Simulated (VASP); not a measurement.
Input of a VASP 6.6.1 run:

File INCAR:

```
SYSTEM = Cs
PREC = Accurate ; ENCUT = 500
EDIFF = 1E-6 ; ISMEAR = -1
SIGMA = 0.05 ; LREAL = .FALSE.
LASPH = .TRUE. ; NELM = 120
ALGO = Normal ; ISIF = 2
LWAVE = .FALSE. ; LCHARG = .TRUE.
LELF = .TRUE. ; LVHAR = .TRUE.
NBANDS = 26 ; GGA_COMPAT = .FALSE.
```

The input KPOINTS:

```
Automatic mesh
0
G
  7 7 5
  0 0 0
```

The input POSCAR:

```
Cs
1.0
    4.2585681821      0.0000000000      0.0000000000
   -2.1292840910      3.6880282294      0.0000000000
    0.0000000000      0.0000000000      9.6016194802
Cs
4
Direct
    0.0000000000      0.0000000000      0.0000000000
    0.0000000000      0.0000000000      0.5000000000
    0.3333333333      0.6666666667      0.2500000000
    0.6666666667      0.3333333333      0.7500000000
```

Potentials or basis: VASP PAW LDA potentials, release 64 (Cs_sv).

The run is started by

```bash
$ cat potpaw_LDA.64/Cs_sv/POTCAR > POTCAR
$ mpirun -np 1 vasp_std > vasp.out
```

**Question.** What does it give for the pressure?

**Answer.** 5.3 GPa.

**Question.** Predict the band gap on the k mesh.

**Answer.** Zero (bands 18 and 19 overlap by 0.93 eV).

Stress tensor (GPa, compression positive):
```
5.30 0.00 0.00
0.00 5.30 0.00
0.00 0.00 5.37
```

Caveat: the cell stands under pressure; spin-orbit coupling is left out, which moves the levels of the heavy elements.
